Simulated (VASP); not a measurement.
CsSrF3, 5 atoms in the cell. Symmetry: P4/mmm, No. 123, tetragonal system. Conventional cell: a = 4.906 Å, b = 4.906 Å, c = 4.763 Å, α = 90.00°, β = 90.00°, γ = 90.00°. Cs (site symmetry 4/mmm) has 12 F at 3.42 to 3.47 Å and 8 Sr at 4.21 Å within 4.5 Å. Within 3.1 Å of Sr (site symmetry 4/mmm) lie 6 F at 2.38 to 2.45 Å. Within 3.2 Å of F (site symmetry mmm) lie 2 Sr at 2.45 Å. Within 3.1 Å of F (site symmetry 4/mmm) lie 2 Sr at 2.38 Å.  This cell differs from its parent crystal: strain +0.030 along x and y, +0.000 along z.

| Item | Value |
| --- | --- |
| Program | VASP 6.6.1 |
| Task | single point |
| Functional | LDA |
| Potentials or basis | VASP PAW LDA potentials, release 64 (Cs_sv, Sr_sv, F) |
| Cutoff | 520 eV |
| k mesh | 6 × 6 × 6 |
| Occupations | gaussian, width 0.05 eV |
| Spin | no spin polarisation |
| Dipole correction | no |
| Further INCAR settings | ALGO = Normal; EDIFF = 1e-07; NBANDS = 28 |

Potentials or basis: VASP PAW LDA potentials, release 64 (Cs_sv, Sr_sv, F).

Command:

```sh
$ cat potpaw_LDA.64/Cs_sv/POTCAR potpaw_LDA.64/Sr_sv/POTCAR potpaw_LDA.64/F/POTCAR > POTCAR
$ mpirun -np 1 vasp_std > vasp.out
```

Hardware: 1 thread of AMD EPYC 9R45 (Zen 5), with other jobs on the host.

Task: How long does it take, and how much memory?

Result: Wall time 110 s on 1 thread of AMD EPYC 9R45 (Zen 5) (shared host), peak memory 0.21 GiB. Counts: scf iterations 15, k points 40.
